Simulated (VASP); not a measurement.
Runs of VASP 6.6.1 on Br. The structure is that of space group Pm-3m (No. 221), or close to it. The cells are those of the table. 

```csv
task,level,potentials or basis,cell,k mesh,cutoff (eV),gap on the mesh (eV),pressure (GPa)
single point,LDA,"VASP PAW LDA potentials, release 64 (Br)","a = 2.625 Å, 1 atom",12 × 12 × 12,520,none,45.3
single point,PBEsol,"VASP PAW PBE potentials, release 64 (Br)","a = 2.986 Å, 1 atom","12 × 12 × 12, shifted",520,none,(a)
single point,LDA,"VASP PAW LDA potentials, release 64 (Br)","a = 2.490 Å, 1 atom",12 × 12 × 12,520,none,91.2
relaxation of cell and atoms,LDA,"VASP PAW LDA potentials, release 64 (Br)","relaxed from a = 3.078 Å, 1 atom",12 × 12 × 12,600,none,0.0
single point,LDA,"VASP PAW LDA potentials, release 64 (Br)","a = 2.986 Å, 1 atom","12 × 12 × 12, shifted",520,none,0.0
```

Alike in all rows: no spin polarisation; smearing fermi-dirac 0.1 eV.

Q: Estimate the missing entries.

A: (a) 1.6.

Caveats: an odd number of electrons without spin polarisation forces a metal; a magnetic or distorted state may lie lower; the PAW data sets were made with another functional, which shifts forces and pressure a little (some runs).

A k mesh can miss the band edges, and the runs leave out spin-orbit coupling on Br.

A gap of «none» marks levels without a gap at the run's occupations.
